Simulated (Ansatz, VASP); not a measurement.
One calculation of Hg, two programs

```
CELL_PARAMETERS angstrom
2.97127 0.00000 0.00000
0.00000 2.97127 0.00000
0.00000 0.00000 2.97127
ATOMIC_POSITIONS crystal
Hg 0.00000 0.00000 0.00000
```

Change from the starting cell: volume scaled by 0.88, LAPW.

Alike in both runs: task single point; functional PBE; k mesh 12 × 12 × 12; occupations fermi-dirac, width 0.08 eV; no spin polarisation.

|  | VASP | Ansatz |
| --- | --- | --- |
| version | VASP 6.6.1 | Ansatz 0.2.0 |
| potentials or method | VASP PAW PBE potentials, release 64 (Hg), cutoff 500 eV | all-electron LAPW, scalar-relativistic |

Ansatz gave:

* pressure (GPa): 3.3

Question: What did VASP give for the same quantities?

Answer: Pressure (GPa): 3.7.

Ansatz ran all-electron here, and VASP with PAW potentials.

Spin-orbit coupling is off throughout.
